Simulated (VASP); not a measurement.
The system is GaSbTe4.

```
CELL_PARAMETERS angstrom
6.82043 0.00000 0.00000
-3.41021 5.90666 0.00000
0.00000 0.00000 5.00608
ATOMIC_POSITIONS crystal
Ga 0.00000 0.00000 0.00000
Sb 0.33333 0.66667 0.00000
Te 0.66667 0.33333 0.00000
Te 0.00379 0.50190 0.50000
Te 0.49810 0.50190 0.50000
Te 0.49810 0.99621 0.50000
```

* Program: VASP 6.6.1
* Task: relaxation of cell and atoms
* Functional: PBE
* Potentials or basis: VASP PAW PBE potentials, release 64 (Ga_d, Sb, Te)
* Cutoff: 600 eV
* k mesh: 6 × 6 × 8
* Occupations: gaussian, width 0.1 eV
* Spin: no spin polarisation

At the start: pressure 0.3 GPa; volume 33.61 Å³/atom.

How do energy, volume and symmetry change on relaxing?

Over 20 steps the energy falls by 10.7 meV/atom and the volume is 32.51 Å³/atom (-3.3 %); space group P-6m2 (No. 187, to 0.05 Å).

The path:
| step | energy change (eV) | largest force (eV/Å) | pressure (GPa) | volume (Å³) |
| --- | --- | --- | --- | --- |
| 1 | 0.0000 | 0.0132 | 0.26 | 201.67 |
| 2 | -0.0014 | 0.0016 | -0.08 | 203.26 |
| 3 | -0.0015 | 0.0002 | -0.02 | 203.05 |
| 4 | -0.0015 | 0.0003 | -0.05 | 203.11 |
| 5 | -0.0017 | 0.0018 | -0.03 | 202.97 |
| 6 | -0.0025 | 0.0071 | -0.05 | 202.57 |
| 7 | -0.0040 | 0.0207 | -0.05 | 201.77 |
| 8 | -0.0093 | 0.0510 | -0.04 | 200.11 |
| 9 | -0.0362 | 0.0649 | 0.11 | 196.66 |
| 10 | -0.0343 | 0.0246 | 1.17 | 189.20 |
| 11 | -0.0567 | 0.0444 | 0.39 | 193.70 |
| 12 | -0.0547 | 0.0318 | 0.76 | 191.32 |
| 13 | -0.0588 | 0.0352 | 0.54 | 192.60 |
| 14 | -0.0586 | 0.0339 | 0.59 | 192.37 |
| 15 | -0.0619 | 0.0323 | 0.33 | 193.50 |
| 16 | -0.0638 | 0.0308 | 0.01 | 195.05 |
| 17 | -0.0638 | 0.0307 | -0.02 | 195.16 |
| 18 | -0.0638 | 0.0308 | 0.01 | 195.11 |
| 19 | -0.0638 | 0.0238 | 0.00 | 195.10 |
| 20 | -0.0639 | 0.0027 | 0.02 | 195.06 |

Final structure:
```
Ga Sb Te
1.0
     6.44822    0.00000    0.00000
    -3.22411    5.58432    0.00000
     0.00000    0.00000    5.41710
Ga Sb Te
1 1 4
Direct
  0.00000 0.00000 0.00000
  0.33333 0.66667 0.00000
  0.66667 0.33333 0.00000
  0.00371 0.50186 0.50000
  0.49814 0.50186 0.50000
  0.49814 0.99629 0.50000
```
